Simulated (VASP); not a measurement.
Here is a VASP 6.6.1 calculation.

Contents of INCAR:

```
PREC = Accurate ; ENCUT = 520
EDIFF = 1E-7 ; ISMEAR = 1
SIGMA = 0.2 ; LREAL = F
LASPH = T ; NELM = 80
ALGO = Normal ; ISIF = 2
LWAVE = F ; LCHARG = T
GGA = PS ; LELF = T
LVHAR = T ; NBANDS = 26
```

The input KPOINTS:

```
Automatic mesh
0
Gamma
  6 6 4
```

POSCAR

```
GaAs
1.0
    4.2497555350      0.0000000000      0.0000000000
   -2.1248777675      3.6803962531      0.0000000000
    0.0000000000      0.0000000000      5.7732406470
Ga As
2 2
Direct
    0.3333333333      0.6666666667      0.2500000000
    0.6666666667      0.3333333333      0.7500000000
    0.6666666667      0.3333333333      0.2500000000
    0.3333333333      0.6666666667      0.7500000000
```

Potentials or basis: VASP PAW PBE potentials, release 64 (Ga_d, As).

Run with:

```bash
$ cat potpaw_PBE.64/Ga_d/POTCAR potpaw_PBE.64/As/POTCAR > POTCAR
$ mpirun -np 1 vasp_std > vasp.out
```

(1) Estimate the band gap on the k mesh.

(2) Estimate the pressure.

Answers

(1) zero (band 18 reaches 4.06 eV, above the bottom of band 19 at 3.06 eV).

(2) -0.5 GPa.

Caveat: the PAW data sets were made with another functional, which shifts forces and pressure a little.
